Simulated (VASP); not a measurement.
# Br (P-1) in VASP: single point with PBE

Aim: the single point of Br with PBE.

All numbers are computed with VASP 6.6.1; they aren't measurements. Logs are shortened: lines on timing, memory, paths and dates and some standing lists are left out, and cuts for length are marked.

**1. The cell of the first run**

The typed cell holds 1 atom: a = 4.027 Å, b = 4.153 Å, c = 4.013 Å, α = 138.62°, β = 138.69°, γ = 59.91°.

**2. Single point, PBE (the cell strained at random)**

Contents of INCAR:

```
  PREC = Accurate
  ENCUT = 520
  EDIFF = 1E-6
  ISMEAR = -1
  SIGMA = 0.05
  LREAL = F
  LASPH = T
  NELM = 80
  ALGO = Normal
  ISIF = 2
  LWAVE = F
  LCHARG = T
  GGA = PE
  LELF = T
  LVHAR = T
  NBANDS = 10
```

Contents of KPOINTS:

```
regular mesh
0
Gamma
  13 13 13
```

Contents of POSCAR:

```
Br
1.0
   -1.3708610000      1.4282190000      3.5071040000
    1.5439400000     -1.4350240000      3.5786800000
    1.3437790000      1.4079430000     -3.5098120000
Br
1
Direct
    0.0120770000      0.0047410000      0.0189630000
```

Potentials or basis: VASP PAW PBE potentials, release 64 (Br).

The run is started by

```
cat potpaw_PBE.64/Br/POTCAR > POTCAR
mpirun -np 1 vasp_std > vasp.out
```

OUTCAR:

```text
PREC = Accurate
   ENCUT = 520
   EDIFF = 1E-6
   ISMEAR = -1
   LREAL = F
   LASPH = T
   NELM = 80
   ISIF = 2
   GGA = PE

 ion  position               nearest neighbor table
   1  0.012  0.005  0.019-

  LATTYP: Found a triclinic cell.
 ALAT       =     5.6642665007
 B/A-ratio  =     0.5007343122
 C/A-ratio  =     1.2513360352
 COS(alpha) =     0.0021476863
 COS(beta)  =     0.6149769546
 COS(gamma) =     0.7476150541

  Lattice vectors:

 A1 = (  -1.3166970000,  -4.2441050000,   3.5125200000)
 A2 = (   0.0270820000,  -2.8361620000,   0.0027080000)
 A3 = (   0.1730790000,  -0.0068050000,   7.0857840000)

Analysis of symmetry for initial positions (statically):
=====================================================================
 Subroutine PRICEL returns:
 Original cell was already a primitive cell.

 Routine SETGRP: Setting up the symmetry group for a
 triclinic supercell.

 Subroutine GETGRP returns: Found  2 space group operations
 (whereof  1 operations were pure point group operations)
 out of a pool of  2 trial point group operations.

The static configuration has the point symmetry C_1 .
 The point group associated with its full space group is S_2 .

Analysis of symmetry for dynamics (positions and initial velocities):
=====================================================================
 Subroutine PRICEL returns:
 Original cell was already a primitive cell.

 Routine SETGRP: Setting up the symmetry group for a
 triclinic supercell.

 Subroutine GETGRP returns: Found  2 space group operations
 (whereof  1 operations were pure point group operations)
 out of a pool of  2 trial point group operations.

The dynamic configuration has the point symmetry C_1 .
 The point group associated with its full space group is S_2 .

 Subroutine INISYM returns: Found  2 space group operations
 (whereof  1 operations are pure point group operations),
 and found     1 'primitive' translations

----------------------------------------------------------------------------------------

                                     Primitive cell

  volume of cell :      28.9969

  direct lattice vectors                    reciprocal lattice vectors
    -1.370861000  1.428219000  3.507104000    -0.000065973  0.352723613  0.141468002
     1.543940000 -1.435024000  3.578680000     0.343160130  0.003403524  0.132748804
     1.343779000  1.407943000 -3.509812000     0.349827546  0.355921776 -0.008203151

  length of vectors
     4.027263073  4.153311347  4.013331006     0.380035718  0.367957475  0.499126151

[... 83 lines left out ...]
   NFREE  =      0    steps in history (QN), initial steepest desc. (CG)
   ISIF   =      2    stress and relaxation
   ISYM   =      2    0-nonsym 1-usesym 2-fastsym
   POTIM  = 0.5000    time-step for ionic-motion
   TEBEG  =    0.0;   TEEND  =   0.0 temperature during run
   PSTRESS=    0.0 pullay stress
   NELECT =       7.0000    total number of electrons
   NUPDOWN=      -1.0000    fix difference up-down
   EMIN   =  10.00;   EMAX   =-10.00  energy-range for DOS
   EFERMI =   0.00;   METHOD = LEGACY
   ISMEAR =    -1;   SIGMA  =   0.05  broadening in eV -4-tet -1-fermi 0-gaus
   EFERMI_NEDOS =   21; number of points for ismear=-14 and -15
   IALGO  =     38    algorithm
   IMIX   =      4    mixing-type and parameters
     AMIX     =   0.40;   BMIX     =  1.00
     AMIX_MAG =   1.60;   BMIX_MAG =  1.00
  volume/ion in A,a.u.               =      29.00       195.68
  Fermi-wavevector in a.u.,A,eV,Ry     =   1.019351  1.926293 14.137484  1.039076
  Thomas-Fermi vector in A             =   2.152860
   LORBIT       =      0    0 simple, 1 ext, 2 COOP (PROOUT), +10 PAW based schemes
   GGA     = PE    functional components
   LHFCALC =     F    Hartree Fock is set to
   AEXX    =    0.0000 exact exchange contribution
   IVDW    =     0    specifies the selected vdW correction
   LEPSILON=     F    determine dielectric tensor
   LRPA    =     F    only Hartree local field effects (RPA)
 non-spin polarized calculation
  energy-cutoff  :      520.00
  volume of cell :       29.00
 maximum number of plane-waves:       801
 NGX is ok and might be reduce to    30
   NGX = 15   NGY = 15   NGZ = 15

 number of electron       7.0000001 magnetization

 Free energy of the ion-electron system (eV)
  ---------------------------------------------------
  ext. energy  EPLUGINS =         0.00000000
  ---------------------------------------------------
  free energy    TOTEN  =        -1.43960844 eV

  energy without entropy =       -1.43396212  energy(sigma->0) =       -1.43678528

 E-fermi :   1.3875     XC(G=0):  -8.6520

 val. band max:        1.3873559879   @ k =  -0.4615   0.4615   0.4615
 cond. band min:       1.3924053562   @ k =   0.1538   0.4615   0.3846
 fundamental gap:      0.0050493683
 Fermi energy:         1.3874596691

 k-point     1 :       0.0000    0.0000    0.0000
  band No.  band energies     occupation
      1     -14.7860      2.00000
      2      -0.7609      2.00000
      3       2.1354      0.00000
      4       2.5142      0.00000
      5       6.9569      0.00000
      6      11.2143      0.00000
      7      11.7698      0.00000
      8      16.9951      0.00000
      9      17.4572      0.00000
     10      17.8986      0.00000
[... 287 lines left out ...]
 k-point    24 :       0.2308    0.1538   -0.0000
  band No.  band energies     occupation
      1     -13.8625      2.00000
      2      -1.1453      2.00000
      3      -0.6212      2.00000
      4       0.6514      2.00000
      5       9.2901      0.00000
      6      12.9313      0.00000
      7      13.7050      0.00000
      8      15.6473      0.00000
      9      16.1474      0.00000
     10      18.1543      0.00000

 [... further k-points ...]

------------------------ aborting loop because EDIFF is reached ----------------------------------------

  FORCE on cell =-STRESS in cart. coord.  units (eV):
  Direction    XX          YY          ZZ          XY          YZ          ZX
  --------------------------------------------------------------------------------------
  -------------------------------------------------------------------------------------
  Total       -0.0227884      0.2005348      0.3423242      0.0175817      0.0001118     -0.0433451
  in kB       -1.2591382     11.0802253     18.9145692      0.9714512      0.0061773     -2.3949650
  external PRESSURE =       9.5785521 kB  Pullay stress =       0.0000000 kB

 VOLUME and BASIS-vectors are now :
 -----------------------------------------------------------------------------
  energy-cutoff  :      520.00
  volume of cell :       29.00
      direct lattice vectors                 reciprocal lattice vectors
    -1.370861000  1.428219000  3.507104000    -0.000065973  0.352723613  0.141468002
     1.543940000 -1.435024000  3.578680000     0.343160130  0.003403524  0.132748804
     1.343779000  1.407943000 -3.509812000     0.349827546  0.355921776 -0.008203151

 POSITION                                       TOTAL-FORCE (eV/Angst)
 -----------------------------------------------------------------------------------
      0.01625      0.03714     -0.00723         0.000000      0.000000      0.000000
 -----------------------------------------------------------------------------------
    total drift:                               -0.000001     -0.000000      0.000000

  FREE ENERGIE OF THE ION-ELECTRON SYSTEM (eV)
  ---------------------------------------------------
  free  energy   TOTEN  =        -1.4396084360 eV

  energy  without entropy=       -1.4339621181  energy(sigma->0) =       -1.43678528
```

OSZICAR:

```text
N       E                     dE             d eps       ncg     rms          rms(c)
DAV:   1     0.216916653558E+02    0.21692E+02   -0.28641E+03 22004   0.534E+02
DAV:   2    -0.560204615588E+00   -0.22252E+02   -0.21632E+02 28348   0.965E+01
DAV:   3    -0.147912081125E+01   -0.91892E+00   -0.90725E+00 26746   0.187E+01
DAV:   4    -0.148241869439E+01   -0.32979E-02   -0.32973E-02 27246   0.133E+00
DAV:   5    -0.148242857797E+01   -0.98836E-05   -0.98834E-05 26728   0.685E-02    0.587E+00
DAV:   6    -0.145226191497E+01    0.30167E-01   -0.19417E-02 24728   0.780E-01    0.358E+00
DAV:   7    -0.143966537950E+01    0.12597E-01   -0.39484E-02 24824   0.114E+00    0.147E-01
DAV:   8    -0.143960472116E+01    0.60658E-04   -0.12060E-03 24304   0.220E-01    0.417E-02
DAV:   9    -0.143960593878E+01   -0.12176E-05   -0.12771E-05 28148   0.255E-02    0.797E-03
DAV:  10    -0.143960821659E+01   -0.22778E-05   -0.26424E-06 24538   0.104E-02    0.417E-03
DAV:  11    -0.143960843604E+01   -0.21946E-06   -0.27043E-07 20428   0.336E-03
   1 F= -.14396084E+01 E0= -.14367853E+01  d E =-.564632E-02
```

stdout:

```text
POSCAR found type information on POSCAR Br
 POSCAR found :  1 types and       1 ions
 scaLAPACK will be used
 LDA part: xc-table for (Slater+PW92), standard interpolation
 POSCAR, INCAR and KPOINTS ok, starting setup
 FFT: planning ... GRIDC
 FFT: planning ... GRID_SOFT
 FFT: planning ... GRID
 WAVECAR not read
 entering main loop
```

It took 13 min on 1 thread of AMD EPYC 7R13, shared host; peak memory 0.39 GiB.

What came out:

| Item | Value |
| --- | --- |
| Free energy | -1.4396 eV |
| Pressure | 1.0 GPa |

Stress tensor (GPa, compression positive):
```
-0.13  0.10 -0.24
 0.10  1.11  0.00
-0.24  0.00  1.89
```

Caveat: the cell differs from its parent crystal (the cell strained at random); an odd number of electrons without spin polarisation forces a metal; a magnetic or distorted state may lie lower.
